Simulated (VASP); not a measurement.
The system is CrCdB3.

```
CELL_PARAMETERS angstrom
3.73587 0.00000 0.00000
0.00000 3.73587 0.00000
0.00000 0.00000 3.73587
ATOMIC_POSITIONS crystal
Cr 0.00000 0.00000 0.00000
Cd 0.50000 0.50000 0.50000
B 0.00000 0.50000 0.50000
B 0.50000 0.00000 0.50000
B 0.50000 0.50000 0.00000
```

| Item | Value |
| --- | --- |
| Program | VASP 6.6.1 |
| Task | relaxation of cell and atoms |
| Functional | PBE |
| Potentials or basis | VASP PAW PBE potentials, release 64 (Cr_pv, Cd, B) |
| Cutoff | 600 eV |
| k mesh | 6 × 6 × 6 |
| Occupations | gaussian, width 0.1 eV |
| Spin | collinear spin, ferromagnetic start |
| Starting moments | [3.25, 0.0, 0.0, 0.0, 0.0] μB |

At the start: pressure 68.9 GPa; volume 10.43 Å³/atom.

Q: Where does the relaxation end?

A: Over 4 steps the energy falls by 829.5 meV/atom and the volume is 16.27 Å³/atom (+56.0 %); space group Pm-3m (No. 221, to 0.05 Å); moment 4.22 μB per cell.

The path:
| step | energy change (eV) | largest force (eV/Å) | pressure (GPa) | volume (Å³) |
| --- | --- | --- | --- | --- |
| 1 | 0.0000 | 0.0000 | 68.86 | 52.14 |
| 2 | -3.8285 | 0.0000 | -6.79 | 93.81 |
| 3 | -4.1387 | 0.0000 | 1.60 | 79.01 |
| 4 | -4.1473 | 0.0000 | -0.37 | 81.34 |

Final structure:
```yaml
crystal:
  lattice:
    - [4.33278, 0.00000, 0.00000]
    - [0.00000, 4.33278, 0.00000]
    - [0.00000, 0.00000, 4.33278]
  atoms:
    - { symbol: Cr, position: [0.00000, 0.00000, 0.00000] }
    - { symbol: Cd, position: [0.50000, 0.50000, 0.50000] }
    - { symbol: B, position: [0.00000, 0.50000, 0.50000] }
    - { symbol: B, position: [0.50000, 0.00000, 0.50000] }
    - { symbol: B, position: [0.50000, 0.50000, 0.00000] }
```

Caveat: the volume moved by over 15 % at a fixed basis, so the end points are rough; a cell with one magnetic atom can't hold antiferromagnetic order, which such compounds often take.
